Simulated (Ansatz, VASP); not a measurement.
One calculation of TiAl, two programs

Contents of INCAR:

```
SYSTEM = TiAl
PREC = Accurate
ENCUT = 520
EDIFF = 1E-6
ISMEAR = 0
SIGMA = 0.15
LREAL = .FALSE.
LASPH = .TRUE.
NELM = 80
ALGO = Fast
ISIF = 2
LWAVE = .FALSE.
LCHARG = .TRUE.
GGA = CA
LELF = .TRUE.
LVHAR = .TRUE.
NBANDS = 14
```

File KPOINTS:

```
regular mesh
0
G
  14 14 14
  0 0 0
```

Contents of POSCAR:

```
TiAl
1.0
    2.9522614856      0.0000000000      0.0000000000
    0.0000000000      3.4677357133      0.0000000000
    0.0000000000      0.0000000000      3.1240862282
Ti Al
1 1
Direct
    0.0000000000      0.0000000000      0.0000000000
    0.5000000000      0.5000000000      0.5000000000
```

Input for Ansatz:

```yaml
crystal:
  lattice:
    - [2.9522614856, 0.0, 0.0]
    - [0.0, 3.4677357133, 0.0]
    - [0.0, 0.0, 3.1240862282]
  atoms:
    - { symbol: Ti, position: [0.0, 0.0, 0.0] }
    - { symbol: Al, position: [0.5, 0.5, 0.5] }
basis:
  ecutwfc: 520.0
kpoints:
  mp_grid: { grid: [14, 14, 14] }
hamiltonian:
  xc: lda
  pseudopotentials: { kind: paw, azcp: { folder: soft_1 } }
scf:
  occupations: { method: gaussian, width: 0.15 }
output:
  forces: true
  stress: true
  eigenvalues: true
```

Change from the starting cell: normal strain along x -0.0550, normal strain along y +0.1100.

Alike in both runs: task single point; functional LDA; k mesh 14 × 14 × 14; occupations gaussian, width 0.15 eV; no spin polarisation.

|  | VASP | Ansatz |
| --- | --- | --- |
| version | VASP 6.6.1 | Ansatz 0.2.0 |
| potentials or method | VASP PAW LDA potentials, release 64 (Ti_sv, Al), cutoff 520 eV | scalar-relativistic, plane waves, PAW |
| valence electrons in the cell | 15 | 15 |

VASP gave:

| Property | Result |
| --- | --- |
| gap on the k mesh at the Fermi level (eV) | none |
| pressure (GPa) | -5.0 |
| traceless stress, the component that is largest in VASP (GPa) | 5.59 |

Question: Which values does Ansatz return?

Answer: gap on the k mesh at the Fermi level (eV): none; pressure (GPa): -5.2; traceless stress, the component that is largest in VASP (GPa): 5.58.

Ansatz warns that its potentials were made for another functional, while VASP's fit it. LDA's correlation is that of Perdew and Zunger in VASP and of Perdew and Wang (1992) in Ansatz. A gap of «none» marks a metal or a gap that the smearing closes.
